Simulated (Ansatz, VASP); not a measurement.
# Cr: VASP beside Ansatz

```
CELL_PARAMETERS angstrom
-1.48445 1.48445 1.48445
1.48445 -1.48445 1.48445
1.48445 1.48445 -1.48445
ATOMIC_POSITIONS crystal
Cr 0.00000 0.00000 0.00000
```

Alike in both runs: functional PBEsol; k mesh 12 × 12 × 12; occupations fermi-dirac, width 0.05 eV; collinear spin; Hubbard terms Cr d U = 8.0 eV.

|  | VASP | Ansatz |
| --- | --- | --- |
| version | VASP 6.6.1 | Ansatz 0.2.0 |
| potentials or method | VASP PAW PBE potentials, release 64 (Cr_pv), cutoff 520 eV | all-electron LAPW, scalar-relativistic |
| task | single point | density of states |

```csv
,VASP,Ansatz,Ansatz less VASP
gap on the k mesh at the Fermi level (eV),none,none,-
net moment per atom (μB),4.78,4.86,+0.075
size of the moment on the site where the two differ most (μB),4.47,4.46,-0.009
```

VASP's potentials were made for PBE, not for PBEsol. Site moments also hang on the region over which each program counts them. The programs project onto different local orbitals, so the same U acts differently, and such runs can settle in different states. A gap of «none» marks a metal or a gap that the smearing closes. Ansatz ran all-electron here, and VASP with PAW potentials.

Noted on Ansatz's run: the magnetic state may not be the lowest; U is the effective U less J, on atomic orbitals that reach past the spheres.
